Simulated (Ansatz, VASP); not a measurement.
**Mg3Sb2: VASP beside Ansatz**

INCAR

```
PREC = Accurate
ENCUT = 600
EDIFF = 1E-6
ISMEAR = 0
SIGMA = 0.01
LREAL = F
LASPH = T
NELM = 120
ALGO = Normal
ISIF = 2
LWAVE = F
LCHARG = F
GGA = PE
NBANDS = 16
GGA_COMPAT = F
```

Contents of KPOINTS:

```
regular mesh
0
Gamma
  6 6 4
```

POSCAR

```
Mg3Sb2
1.0
    4.5696659257      0.0000000000      0.0000000000
   -2.2848329629      3.9574467785      0.0000000000
    0.0000000000      0.0000000000      7.2399975013
Mg Sb
3 2
Direct
    0.3333333333      0.6666666667      0.6336571751
    0.6666666667      0.3333333333      0.3663428249
    0.0000000000      0.0000000000      0.0000000000
    0.3333333333      0.6666666667      0.2287531121
    0.6666666667      0.3333333333      0.7712468879
```

Input for Ansatz:

```yaml
crystal:
  lattice:
    - [4.5696659257, 0.0, 0.0]
    - [-2.2848329629, 3.9574467785, 0.0]
    - [0.0, 0.0, 7.2399975013]
  atoms:
    - { symbol: Mg, position: [0.3333333333, 0.6666666667, 0.6336571751] }
    - { symbol: Mg, position: [0.6666666667, 0.3333333333, 0.3663428249] }
    - { symbol: Mg, position: [0.0, 0.0, 0.0] }
    - { symbol: Sb, position: [0.3333333333, 0.6666666667, 0.2287531121] }
    - { symbol: Sb, position: [0.6666666667, 0.3333333333, 0.7712468879] }
kpoints:
  mp_grid: { grid: [6, 6, 4] }
  band_path:
    path:
      - [0.0, 0.0, 0.0]
      - [0.5, 0.0, 0.0]
      - [0.3333333333, 0.3333333333, 0.0]
      - [0.0, 0.0, 0.5]
      - [0.5, 0.0, 0.5]
      - [0.3333333333, 0.3333333333, 0.5]
      - [0.0, 0.419271, 0.34375]
    npoints: 1
hamiltonian:
  xc: pbe
scf:
  occupations: { method: fixed }
  n_extra_bands: 5
output:
  forces: true
  stress: true
  eigenvalues: true
```

Alike in both runs: task single point; functional PBE; k mesh 6 × 6 × 4; no spin polarisation.

```csv
,VASP,Ansatz
version,VASP 6.6.1,Ansatz 0.2.0
potentials or method,"VASP PAW PBE potentials, release 64 (Mg, Sb)","plane waves, PAW"
plane-wave cutoff (eV),600,420
occupations,"gaussian, width 0.01 eV",fixed
valence electrons in the cell,16,60
```

Ansatz gave:

* gap on the k mesh at the Fermi level (eV): 0.27
* pressure (GPa): 0.9
* traceless stress, the component that is largest in VASP (GPa): -0.16
* rms of the force components (eV/Å): 0.059

Problem. What did VASP give for the same quantities?

Solution. gap on the k mesh at the Fermi level (eV): 0.24; pressure (GPa): 0.9; traceless stress, the component that is largest in VASP (GPa): -0.15; rms of the force components (eV/Å): 0.066.

Atom by atom the forces differ by 0.006 eV/Å (rms over components). VASP's potentials hold 16 valence electrons a cell and Ansatz's 60, so a difference there can come from the potentials and not from the codes.

Neither program's run includes spin-orbit coupling.
